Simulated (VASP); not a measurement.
Write the native input for VASP 6.6.1 that does the following.

- Task: single point
- Functional: PBE
- Dispersion: D3(BJ)
- Potentials or basis: VASP PAW PBE potentials, release 64 (W_sv)
- Cutoff: 520 eV
- k mesh: 13 × 13 × 13
- Occupations: methfessel-paxton, width 0.1 eV
- Spin: no spin polarisation
- Dipole correction: no
- Further INCAR settings: ALGO = Normal; EDIFF = 1e-07; NBANDS = 13

The structure of W lies in POSCAR:

```
W
1.0
   -1.5717249149      1.5717249149      1.5717249149
    1.5717249149     -1.5717249149      1.5717249149
    1.5717249149      1.5717249149     -1.5717249149
W
1
Direct
    0.0000000000      0.0000000000      0.0000000000
```

One way to write it, as run:

INCAR

```
PREC = Accurate
ENCUT = 520
EDIFF = 1E-7
ISMEAR = 1
SIGMA = 0.1
LREAL = F
LASPH = T
NELM = 80
ALGO = Normal
ISIF = 2
LWAVE = F
LCHARG = T
GGA = PE
IVDW = 12
LELF = T
LVHAR = T
NBANDS = 13
```

KPOINTS

```
Automatic mesh
0
Gamma
  13 13 13
```

Potentials or basis: VASP PAW PBE potentials, release 64 (W_sv).

Launch:

```console
$ cat potpaw_PBE.64/W_sv/POTCAR > POTCAR
$ mpirun -np 1 vasp_std > vasp.out
```

It gave:

```
Pressure                   : 5.4 GPa
Band gap on the k mesh     : zero (band 7 reaches 16.38 eV, above the bottom of band 8 at 10.48 eV)
Dispersion energy per atom : -0.710 eV
```

Caveat: spin-orbit coupling is left out, which moves the levels of the heavy elements; pairwise dispersion overbinds metals, which lowers pressure and volume.

Wall time 14 s on 1 thread of Intel Xeon 6975P-C, with other jobs on the host, peak memory 0.14 GiB.
